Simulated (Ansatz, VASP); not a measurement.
## Two plane-wave programs on P

Contents of INCAR:

```
PREC = Accurate
ENCUT = 520
EDIFF = 1E-6
ISMEAR = 0
SIGMA = 0.15
LREAL = False
LASPH = True
NELM = 60
ALGO = Normal
ISIF = 2
LWAVE = False
LCHARG = True
GGA = PS
LELF = True
LVHAR = True
NBANDS = 12
```

KPOINTS

```
regular mesh
0
Gamma
  24 24 12
```

The input POSCAR:

```
P
1.0
    2.5260398068      0.0000000000      0.0052449061
    0.0000000000      2.4346254890      0.0000000000
   -0.0102735399      0.0000000000      4.7929475526
P
2
Direct
    0.0000000000      0.0000000000      0.2500000000
    1.0000000000      0.0000000000      0.7500000000
```

Input for Ansatz:

```yaml
crystal:
  lattice:
    - [2.5260398068, 0.0, 0.0052449061]
    - [0.0, 2.434625489, 0.0]
    - [-0.0102735399, 0.0, 4.7929475526]
  atoms:
    - { symbol: P, position: [0.0, 0.0, 0.25] }
    - { symbol: P, position: [1.0, 0.0, 0.75] }
basis:
  ecutwfc: 420
kpoints:
  mp_grid: { grid: [24, 24, 12] }
hamiltonian:
  xc: pbesol
scf:
  occupations: { method: gaussian, width: 0.15 }
output:
  forces: true
  stress: true
  eigenvalues: true
```

Change from the starting cell: strain +0.0375 x Voigt [1, 0, 0, 0, 0, 0], atoms carried along.

Alike in both runs: task single point; functional PBEsol; k mesh 24 × 24 × 12; occupations gaussian, width 0.15 eV; no spin polarisation.

|  | VASP | Ansatz |
| --- | --- | --- |
| version | VASP 6.6.1 | Ansatz 0.2.0 |
| potentials or method | VASP PAW PBE potentials, release 64 (P), cutoff 520 eV | scalar-relativistic, plane waves, PAW |
| valence electrons in the cell | 10 | 10 |

Ansatz gave:

| Item | Value |
| --- | --- |
| gap on the k mesh at the Fermi level (eV) | none |
| pressure (GPa) | -3.8 |
| traceless stress, the component that is largest in VASP (GPa) | -6.07 |

Question: Estimate VASP's values.

Answer: gap on the k mesh at the Fermi level (eV): none; pressure (GPa): -3.7; traceless stress, the component that is largest in VASP (GPa): -6.06.

VASP's potentials were made for PBE, not for PBEsol. A gap of «none» marks a metal or a gap that the smearing closes.
